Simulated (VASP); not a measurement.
A run of VASP 6.6.1 is set up as follows.

File INCAR:

```
ALGO = Normal
EDIFF = 1E-6
EDIFFG = -0.005
ENCUT = 600
GGA = PE
IBRION = 2
ISIF = 3
ISMEAR = -1
LASPH = True
LCHARG = False
LREAL = False
LWAVE = False
NELM = 100
NSW = 60
PREC = Accurate
PSTRESS = 500.0
SIGMA = 0.08
```

KPOINTS

```
k-points
0
Gamma
  15 15 13
```

The input POSCAR:

```
AlCo
1.0
    2.9337602806      0.0000000000      0.0000000000
   -1.4668801403      2.5407109316      0.0000000000
    0.0000000000      0.0000000000      2.8750850750
Co Al
1 1
Direct
    0.0000000000      0.0000000000      0.0000000000
    0.3333333333      0.6666666667      0.5000000000
```

Potentials or basis: VASP PAW PBE potentials, release 64 (Co, Al).

The run is started by

```bash
$ cat potpaw_PBE.64/Co/POTCAR potpaw_PBE.64/Al/POTCAR > POTCAR
$ mpirun -np 1 vasp_std > vasp.out
```

Question: Estimate the relaxed cell.

Answer: a = 2.526 Å, b = 2.526 Å, c = 3.605 Å, α = 90.00°, β = 90.00°, γ = 120.00°.

Question: Estimate the space group after relaxing (to 0.1 Å).

Answer: P-6m2 (No. 187).

Final structure:
```
Co Al
1.0
     2.52625    0.00000    0.00000
    -1.26312    2.18780    0.00000
     0.00000    0.00000    3.60476
Co Al
1 1
Direct
  0.00000 0.00000 0.00000
  0.33333 0.66667 0.50000
```

Caveat: a cell axis changed by over 15 % at a fixed basis, so the end point is rough; the run has no spin polarisation, though such a crystal can be magnetic. Spin polarisation is off, so any magnetic state and its effect on volume and gap are missing.
